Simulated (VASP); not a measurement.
Runs of VASP 6.6.1 on GeSbTe3. The structure is that of space group R3m (No. 160), or close to it. The cells are those of the table. 

```tsv
cell	gap on the mesh (eV)	pressure (GPa)	largest force (eV/Å)
a = 10.370 Å, angles 23.1°, 5 atoms	none	1.6	0.35
a = 10.658 Å, angles 21.8°, 5 atoms	none	(a)	0.33
a = 10.387 Å, angles 23.8°, 5 atoms	none	-1.1	0.03
a = 10.962 Å, angles 21.2°, 5 atoms	none	1.4	0.05
```

Alike in all rows: task single point; level PBE; potentials or basis VASP PAW PBE potentials, release 64 (Ge_d, Sb, Te); no spin polarisation; k mesh 12 × 12 × 12; cutoff (eV) 500; smearing gaussian 0.15 eV.

Problem. Fill in the values left out.

Solution. (a) 3.2.

Caveats: spin-orbit coupling is left out, which moves the levels of the heavy elements; the cell stands under pressure (at least some runs).

A k mesh can miss the band edges, and the runs leave out spin-orbit coupling on Ge, Sb, Te.

A gap of «none» marks levels without a gap at the run's occupations.
